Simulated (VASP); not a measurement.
# SnSe in VASP: notebook

The runs below take SnSe through single point, with PBEsol+D3(BJ).

Everything below comes from runs of VASP 6.6.1. Logs are shortened: lines on timing, memory, paths and dates and some standing lists are left out, and cuts for length are marked.

### Step 1. The cell of the first run

The typed cell holds 4 atoms: a = 4.361 Å, b = 4.361 Å, c = 5.028 Å, α = 90.00°, β = 90.00°, γ = 90.00°.

### Step 2. Single point, PBEsol+D3(BJ)

Input file INCAR:

```
PREC = Accurate ; ENCUT = 520
EDIFF = 1E-6 ; ISMEAR = 0
SIGMA = 0.03 ; LREAL = False
LASPH = True ; NELM = 80
ALGO = Normal ; ISIF = 2
LWAVE = False ; LCHARG = False
GGA = PS ; IVDW = 12
NBANDS = 28
```

Input file KPOINTS:

```
regular mesh
0
Gamma
  8 8 6
```

Input file POSCAR:

```
SnSe
1.0
    4.3610103623      0.0000000000      0.0000000000
    0.0000000000      4.3610103623      0.0000000000
    0.0000000000      0.0000000000      5.0282000000
Sn Se
2 2
Direct
    0.5000000000      0.0000000000      0.2500241371
    0.0000000000      0.5000000000      0.7499758629
    0.5000000000      0.0000000000      0.7499817524
    0.0000000000      0.5000000000      0.2500182476
```

Potentials or basis: VASP PAW PBE potentials, release 64 (Sn_d, Se).

On the command line:

```sh
cat potpaw_PBE.64/Sn_d/POTCAR potpaw_PBE.64/Se/POTCAR > POTCAR
mpirun -np 1 vasp_std > vasp.out
```

OUTCAR:

```text
PREC = Accurate
   ENCUT = 520
   EDIFF = 1E-6
   ISMEAR = 0
   LREAL = False
   LASPH = True
   NELM = 80
   ISIF = 2
   GGA = PS
   IVDW = 12
 IVDW          = 12

 ion  position               nearest neighbor table
   1  0.500  0.000  0.250-   3 2.51   3 2.51   4 3.08   4 3.08   4 3.08   4 3.08
   2  0.000  0.500  0.750-   4 2.51   4 2.51   3 3.08   3 3.08   3 3.08   3 3.08
   3  0.500  0.000  0.750-   1 2.51   1 2.51   2 3.08   2 3.08   2 3.08   2 3.08
   4  0.000  0.500  0.250-   2 2.51   2 2.51   1 3.08   1 3.08   1 3.08   1 3.08

  LATTYP: Found a simple tetragonal cell.
 ALAT       =     4.3610103623
 C/A-ratio  =     1.1529896933

  Lattice vectors:

 A1 = (   4.3610103623,   0.0000000000,   0.0000000000)
 A2 = (   0.0000000000,   4.3610103623,   0.0000000000)
 A3 = (   0.0000000000,   0.0000000000,   5.0282000000)

Analysis of symmetry for initial positions (statically):
=====================================================================
 Subroutine PRICEL returns:
 Original cell was already a primitive cell.

 Routine SETGRP: Setting up the symmetry group for a
 simple tetragonal supercell.

 Subroutine GETGRP returns: Found 16 space group operations
 (whereof  8 operations were pure point group operations)
 out of a pool of 16 trial point group operations.

The static configuration has the point symmetry D_2d.
 The point group associated with its full space group is D_4h.

Analysis of symmetry for dynamics (positions and initial velocities):
=====================================================================
 Subroutine PRICEL returns:
 Original cell was already a primitive cell.

 Routine SETGRP: Setting up the symmetry group for a
 simple tetragonal supercell.

 Subroutine GETGRP returns: Found 16 space group operations
 (whereof  8 operations were pure point group operations)
 out of a pool of 16 trial point group operations.

The dynamic configuration has the point symmetry D_2d.
 The point group associated with its full space group is D_4h.

 Subroutine INISYM returns: Found 16 space group operations
 (whereof  8 operations are pure point group operations),
 and found     1 'primitive' translations

----------------------------------------------------------------------------------------

                                     Primitive cell

  volume of cell :      95.6284

  direct lattice vectors                    reciprocal lattice vectors
     4.361010362  0.000000000  0.000000000     0.229304660  0.000000000  0.000000000
     0.000000000  4.361010362  0.000000000     0.000000000  0.229304660  0.000000000
     0.000000000  0.000000000  5.028200000     0.000000000  0.000000000  0.198878326

  length of vectors
     4.361010362  4.361010362  5.028200000     0.229304660  0.229304660  0.198878326

  position of ions in fractional coordinates (direct lattice)
     0.500000000  0.000000000  0.250024137
     0.000000000  0.500000000  0.749975863
     0.500000000  0.000000000  0.749981752
     0.000000000  0.500000000  0.250018248

  ion indices of the primitive-cell ions
   primitive index   ion index
                 1           1
                 2           2
                 3           3
                 4           4

----------------------------------------------------------------------------------------

 KPOINTS: regular mesh

Automatic generation of k-mesh.
 Grid dimensions read from file:
 generate k-points for:    8    8    6

 Generating k-lattice:

  Cartesian coordinates                     Fractional coordinates (reciprocal lattice)
     0.028663083  0.000000000  0.000000000     0.125000000  0.000000000  0.000000000
     0.000000000  0.028663083  0.000000000     0.000000000  0.125000000  0.000000000
     0.000000000  0.000000000  0.033146388     0.000000000  0.000000000  0.166666667

  Length of vectors
     0.028663083  0.028663083  0.033146388

  Shift w.r.t. Gamma in fractional coordinates (k-lattice)
     0.000000000  0.000000000  0.000000000

 Subroutine IBZKPT returns following result:
 ===========================================

 Found     60 irreducible k-points:

 Following reciprocal coordinates:
            Coordinates               Weight
  0.000000  0.000000  0.000000      1.000000
  0.125000  0.000000  0.000000      4.000000
  0.250000  0.000000  0.000000      4.000000
  0.375000  0.000000  0.000000      4.000000
  0.500000  0.000000  0.000000      2.000000
  0.125000  0.125000  0.000000      4.000000
[... 16 lines left out ...]
  0.375000  0.125000  0.166667     16.000000
  0.500000  0.125000  0.166667      8.000000
 [... further k-points ...]
   k-points           NKPTS =     60   k-points in BZ     NKDIM =     60   number of bands    NBANDS=     28
   number of dos      NEDOS =    301   number of ions     NIONS =      4
   total plane-waves  NPLWV =  40960
   dimension x,y,z NGX =    32 NGY =   32 NGZ =   40
   dimension x,y,z NGXF=    64 NGYF=   64 NGZF=   80
   ions per type =               2   2
   NGX,Y,Z   is equivalent  to a cutoff of  12.20, 12.20, 13.23 a.u.
   NGXF,Y,Z  is equivalent  to a cutoff of  24.40, 24.40, 26.45 a.u.
 SYSTEM =  unknown system
   PREC   = accura    normal or accurate (medium, high low for compatibility)
   ISTART =      0    job   : 0-new  1-cont  2-samecut
   ICHARG =      2    charge: 1-file 2-atom 10-const
   ISPIN  =      1    spin polarized calculation?
   LNONCOLLINEAR =      F non collinear calculations
   LSORBIT =      F    spin-orbit coupling
   LASPH  =      T    aspherical Exc in radial PAW
   ENCUT  =  520.0 eV  38.22 Ry    6.18 a.u.   8.11  8.11  9.35*2*pi/ulx,y,z
   NELM   =     80;   NELMIN=  2; NELMDL= -5     # of ELM steps
   EDIFF  = 0.1E-05   stopping-criterion for ELM
   LREAL  =      F    real-space projection
   EDIFFG = 0.1E-04   stopping-criterion for IOM
   NSW    =      0    number of steps for IOM
   IBRION =     -1    ionic relax: 0-MD 1-quasi-New 2-CG
   NFREE  =      0    steps in history (QN), initial steepest desc. (CG)
   ISIF   =      2    stress and relaxation
   ISYM   =      2    0-nonsym 1-usesym 2-fastsym
   POTIM  = 0.5000    time-step for ionic-motion
   TEBEG  =    0.0;   TEEND  =   0.0 temperature during run
   PSTRESS=    0.0 pullay stress
   NELECT =      40.0000    total number of electrons
   NUPDOWN=      -1.0000    fix difference up-down
   EMIN   =  10.00;   EMAX   =-10.00  energy-range for DOS
   EFERMI =   0.00;   METHOD = LEGACY
   ISMEAR =     0;   SIGMA  =   0.03  broadening in eV -4-tet -1-fermi 0-gaus
   EFERMI_NEDOS =   21; number of points for ismear=-14 and -15
   IALGO  =     38    algorithm
   IMIX   =      4    mixing-type and parameters
     AMIX     =   0.40;   BMIX     =  1.00
     AMIX_MAG =   1.60;   BMIX_MAG =  1.00
  volume/ion in A,a.u.               =      23.91       161.33
  Fermi-wavevector in a.u.,A,eV,Ry     =   1.224332  2.313652 20.394985  1.498989
  Thomas-Fermi vector in A             =   2.359411
   LORBIT       =      0    0 simple, 1 ext, 2 COOP (PROOUT), +10 PAW based schemes
   GGA     = PS    functional components
   LHFCALC =     F    Hartree Fock is set to
   AEXX    =    0.0000 exact exchange contribution
   IVDW    =    12    specifies the selected vdW correction
   LEPSILON=     F    determine dielectric tensor
   LRPA    =     F    only Hartree local field effects (RPA)
 non-spin polarized calculation
 Gauss-broadening in eV      SIGMA  =   0.03
  energy-cutoff  :      520.00
  volume of cell :       95.63
 maximum number of plane-waves:      2624
   NGX = 17   NGY = 17   NGZ = 19

 number of electron      40.0000000 magnetization

 Free energy of the ion-electron system (eV)
  ---------------------------------------------------
  ext. energy  EPLUGINS =         0.00000000
  ---------------------------------------------------
  free energy    TOTEN  =       -16.03262300 eV

  energy without entropy =      -16.03220597  energy(sigma->0) =      -16.03241449

 E-fermi :   7.4313     XC(G=0): -10.3478

 val. band max:        7.4205979858   @ k =   0.5000   0.0000   0.5000
 cond. band min:       7.4732268466   @ k =   0.1250   0.1250   0.5000
 fundamental gap:      0.0526288608
 Fermi energy:         7.4313423891

 k-point     1 :       0.0000    0.0000    0.0000
  band No.  band energies     occupation
      1     -14.7872      2.00000
      2     -14.7040      2.00000
      3     -14.6044      2.00000
      4     -14.6041      2.00000
      5     -14.6039      2.00000
      6     -14.6039      2.00000
[... 20 lines left out ...]
     27      12.5951      0.00000
     28      13.6789      0.00000

 k-point     2 :       0.1250    0.0000    0.0000
  band No.  band energies     occupation
      1     -14.7834      2.00000
      2     -14.7065      2.00000
      3     -14.6043      2.00000
      4     -14.6029      2.00000
      5     -14.6024      2.00000
      6     -14.6022      2.00000
[... 20 lines left out ...]
     27      12.4667      0.00000
     28      14.2336      0.00000

 k-point     3 :       0.2500    0.0000    0.0000
  band No.  band energies     occupation
      1     -14.7728      2.00000
      2     -14.7140      2.00000
      3     -14.6034      2.00000
      4     -14.5997      2.00000
      5     -14.5979      2.00000
      6     -14.5972      2.00000
[... 20 lines left out ...]
     27      12.7785      0.00000
     28      13.7779      0.00000

 k-point     4 :       0.3750    0.0000    0.0000
  band No.  band energies     occupation
      1     -14.7577      2.00000
      2     -14.7259      2.00000
      3     -14.6010      2.00000
      4     -14.5943      2.00000
      5     -14.5912      2.00000
      6     -14.5911      2.00000
[... 578 lines left out ...]
     27      13.7090      0.00000
     28      13.7824      0.00000

 k-point    23 :       0.3750    0.1250    0.1667
  band No.  band energies     occupation
      1     -14.7460      2.00000
      2     -14.7204      2.00000
      3     -14.6077      2.00000
      4     -14.5994      2.00000
      5     -14.5979      2.00000
      6     -14.5901      2.00000
[... 20 lines left out ...]
     27      13.5418      0.00000
     28      14.2968      0.00000

 k-point    24 :       0.5000    0.1250    0.1667
  band No.  band energies     occupation
      1     -14.7328      2.00000
      2     -14.7328      2.00000
      3     -14.6050      2.00000
      4     -14.6050      2.00000
      5     -14.5920      2.00000
      6     -14.5920      2.00000
[... 20 lines left out ...]
     27      14.9183      0.00000
     28      14.9184      0.00000

 [... further k-points ...]

------------------------ aborting loop because EDIFF is reached ----------------------------------------

 Edisp (eV)   -1.51120

 E8    (eV) :    -1.0160

  FORCE on cell =-STRESS in cart. coord.  units (eV):
  Direction    XX          YY          ZZ          XY          YZ          ZX
  --------------------------------------------------------------------------------------
  -------------------------------------------------------------------------------------
  Total      -1.68827    -1.68827    22.17815     0.00000     0.00000     0.00000
  in kB     -28.28555   -28.28555   371.57720     0.00000     0.00000     0.00000
  external pressure =      105.00 kB  Pullay stress =        0.00 kB

 VOLUME and BASIS-vectors are now :
 -----------------------------------------------------------------------------
  energy-cutoff  :      520.00
  volume of cell :       95.63
      direct lattice vectors                 reciprocal lattice vectors
     4.361010362  0.000000000  0.000000000     0.229304660  0.000000000  0.000000000
     0.000000000  4.361010362  0.000000000     0.000000000  0.229304660  0.000000000
     0.000000000  0.000000000  5.028200000     0.000000000  0.000000000  0.198878326

 POSITION                                       TOTAL-FORCE (eV/Angst)
 -----------------------------------------------------------------------------------
      2.18051      0.00000      1.25717         0.000000      0.000000     -0.003150
      0.00000      2.18051      3.77103        -0.000000      0.000000      0.003150
      2.18051      0.00000      3.77106        -0.000000      0.000000      0.002873
      0.00000      2.18051      1.25714        -0.000000     -0.000000     -0.002873
 -----------------------------------------------------------------------------------
    total drift:                                0.000000      0.000000      0.000000

  FREE ENERGIE OF THE ION-ELECTRON SYSTEM (eV)
  ---------------------------------------------------
  free  energy   TOTEN  =       -17.5438260367 eV

  energy  without entropy=      -17.5434090080  energy(sigma->0) =      -17.54361752
```

It took 2.7 min on 1 thread of Intel Xeon 8259CL, shared host; peak memory 0.29 GiB.

Results:

| Quantity | Value |
| --- | --- |
| Free energy | -17.5438 eV |
| Pressure | 10.5 GPa |
| Largest force | 0.003 eV/Å |
| Band gap on the k mesh | zero (bands 20 and 21 overlap by 0.87 eV) |
| Dispersion energy per atom | -0.378 eV |

Forces in eV/Å, atoms in the order of the input:
```
Sn   0.000  0.000 -0.003
Sn   0.000  0.000  0.003
Se   0.000  0.000  0.003
Se   0.000  0.000 -0.003
```

Levels at points of the mesh, in eV from the Fermi level:
```csv
k point,band 16,band 17,band 18,band 19,band 20,band 21,band 22,band 23,band 24,band 25
"(0.00, 0.00, 0.00)",-5.30,-4.81,-4.76,-2.46,-2.46,1.54,2.76,2.76,4.93,4.93
"(0.50, 0.00, 0.00)",-6.17,-3.63,-3.63,-2.39,-2.39,1.31,1.31,1.68,1.68,4.81
"(0.50, 0.50, 0.00)",-5.98,-5.85,-5.85,-3.35,-3.35,2.50,2.50,3.29,3.29,5.53
"(0.00, 0.00, 0.50)",-4.01,-4.01,-4.01,-0.10,-0.09,2.84,2.84,2.85,2.85,2.87
"(0.50, 0.00, 0.50)",-3.09,-2.91,-2.91,-1.00,-1.00,-0.01,-0.01,1.60,1.60,2.16
"(0.50, 0.50, 0.50)",-5.54,-5.54,-5.54,0.66,0.66,2.57,2.57,3.46,3.46,3.46
```

Caveat: the stress differs along the axes, from -3 to 37 GPa; the PAW data sets were made with another functional, which shifts forces and pressure a little; spin-orbit coupling is left out, which moves the levels of the heavy elements.

### Step 3. Single point, PBEsol+D3(BJ)

This run uses another cell than the first one, of the same volume but with other edges.

Input file INCAR:

```
SYSTEM = SnSe
PREC     = Accurate       ! precision mode
ENCUT    = 520            ! plane-wave cutoff, eV
EDIFF    = 1E-6           ! SCF threshold, eV
ISMEAR   = 0              ! smearing method
SIGMA    = 0.03           ! smearing width, eV
LREAL    = .FALSE.        ! projectors in reciprocal space
LASPH    = .TRUE.         ! aspherical terms in the spheres
NELM     = 80             ! most SCF steps
ALGO     = Normal         ! electronic algorithm
ISIF     = 2              ! what is computed and relaxed
LWAVE    = .FALSE.        ! write WAVECAR
LCHARG   = .FALSE.        ! write CHGCAR
GGA      = PS             ! functional
IVDW     = 12             ! dispersion correction
NBANDS   = 28             ! bands
```

Input file KPOINTS:

```
Automatic mesh
0
G
  8 8 6
  0 0 0
```

Input file POSCAR:

```
SnSe
1.0
    3.9456558390      0.0000000000      0.0000000000
    0.0000000000      3.9456558390      0.0000000000
    0.0000000000      0.0000000000      6.1384000000
Sn Se
2 2
Direct
    0.5000000000      0.0000000000      0.2500241371
    0.0000000000      0.5000000000      0.7499758629
    0.5000000000      0.0000000000      0.7499817524
    0.0000000000      0.5000000000      0.2500182476
```

Potentials or basis: VASP PAW PBE potentials, release 64 (Sn_d, Se).

On the command line:

```sh
cat potpaw_PBE.64/Sn_d/POTCAR potpaw_PBE.64/Se/POTCAR > POTCAR
mpirun -np 1 vasp_std > vasp.out
```

It took 3.3 min on 1 thread of Intel Xeon 8259CL, shared host; peak memory 0.29 GiB.

The run converged. Its results:

```yaml
Free_energy: -18.9644 eV
Pressure: 5.5 GPa
Band_gap_on_the_k_mesh: zero (bands 20 and 21 overlap by 0.23 eV)
Dispersion_energy_per_atom: -0.377 eV
```

Stress tensor (GPa, compression positive):
```
10.72  0.00  0.00
 0.00 10.72  0.00
 0.00  0.00 -4.96
```

Levels at points of the mesh, in eV from the Fermi level:
| k point | band 16 | band 17 | band 18 | band 19 | band 20 | band 21 | band 22 | band 23 | band 24 | band 25 |
| --- | --- | --- | --- | --- | --- | --- | --- | --- | --- | --- |
| (0.00, 0.00, 0.00) | -4.43 | -4.43 | -3.18 | -3.18 | -2.30 | 2.42 | 3.06 | 4.91 | 5.42 | 5.42 |
| (0.50, 0.00, 0.00) | -4.65 | -2.53 | -2.53 | -0.20 | -0.20 | 1.20 | 1.20 | 1.50 | 1.50 | 3.17 |
| (0.50, 0.50, 0.00) | -6.48 | -5.25 | -5.25 | -4.10 | -4.10 | 2.12 | 2.12 | 4.46 | 4.46 | 6.96 |
| (0.00, 0.00, 0.50) | -3.86 | -3.86 | -3.86 | -2.87 | -2.87 | 2.11 | 2.11 | 3.25 | 3.26 | 5.39 |
| (0.50, 0.00, 0.50) | -2.74 | -2.44 | -2.44 | -0.57 | -0.57 | 0.73 | 0.73 | 1.01 | 1.01 | 1.14 |
| (0.50, 0.50, 0.50) | -6.16 | -6.16 | -6.16 | -1.61 | -1.61 | 0.96 | 0.96 | 4.46 | 4.46 | 4.46 |

Caveat: the stress differs along the axes, from -5 to 11 GPa; semilocal functionals underestimate gaps, and a narrow one can read as zero; the PAW data sets were made with another functional, which shifts forces and pressure a little; spin-orbit coupling is left out, which moves the levels of the heavy elements.

### Step 4. Single point, PBEsol+D3(BJ)

This run uses another cell than the first one, of 24.22 Å³/atom.

Input file INCAR:

```
SYSTEM = SnSe
  ALGO = Normal
  EDIFF = 1E-6
  ENCUT = 520
  GGA = PS
  ISIF = 2
  ISMEAR = 0
  IVDW = 12
  LASPH = .True.
  LCHARG = .False.
  LREAL = .False.
  LWAVE = .False.
  NBANDS = 28
  NELM = 100
  PREC = Accurate
  SIGMA = 0.03
```

Input file KPOINTS:

```
k-points
0
Gamma
  8 8 6
  0 0 0
```

Input file POSCAR:

```
SnSe
1.0
    4.2571363761      0.0000000000      0.0000000000
    0.0000000000      4.2571363761      0.0000000000
    0.0000000000      0.0000000000      5.3454000000
Sn Se
2 2
Direct
    0.5000000000      0.0000000000      0.2500241371
    0.0000000000      0.5000000000      0.7499758629
    0.5000000000      0.0000000000      0.7499817524
    0.0000000000      0.5000000000      0.2500182476
```

On the command line:

```sh
cat potpaw_PBE.64/Sn_d/POTCAR potpaw_PBE.64/Se/POTCAR > POTCAR
mpirun -np 1 vasp_std > vasp.out
```

Run time: 2.4 min. Hardware: 1 thread of Intel Xeon 8259CL, shared host; peak memory 0.29 GiB.

It converged, with:

```
Free energy                : -18.7043 eV
Pressure                   : 5.6 GPa
Band gap on the k mesh     : zero (bands 20 and 21 overlap by 0.05 eV)
Dispersion energy per atom : -0.372 eV
```

Stress tensor (GPa, compression positive):
```
-2.89  0.00  0.00
 0.00 -2.89  0.00
 0.00  0.00 22.58
```

Levels at points of the mesh, in eV from the Fermi level:
```
           k point  band 17  band 18  band 19  band 20  band 21  band 22  band 23  band 24
(0.00, 0.00, 0.00)    -4.79    -3.77    -2.43    -2.43     1.93     3.46     3.46     5.15
(0.50, 0.00, 0.00)    -3.06    -3.06    -1.67    -1.67     1.26     1.26     1.61     1.61
(0.50, 0.50, 0.00)    -5.18    -5.18    -3.68    -3.68     2.44     2.44     4.34     4.34
(0.00, 0.00, 0.50)    -3.75    -3.75    -0.93    -0.93     2.50     2.51     3.12     3.12
(0.50, 0.00, 0.50)    -2.52    -2.52    -0.61    -0.61     0.45     0.45     1.09     1.09
(0.50, 0.50, 0.50)    -5.47    -5.47    -0.05    -0.05     1.97     1.97     4.20     4.20
```

Caveat: the stress differs along the axes, from -3 to 23 GPa; semilocal functionals underestimate gaps, and a narrow one can read as zero; the PAW data sets were made with another functional, which shifts forces and pressure a little; spin-orbit coupling is left out, which moves the levels of the heavy elements.

(Part 1 of 2 ends here.)

The gap in the log of VASP goes by the Fermi energy; the results here count the filled bands.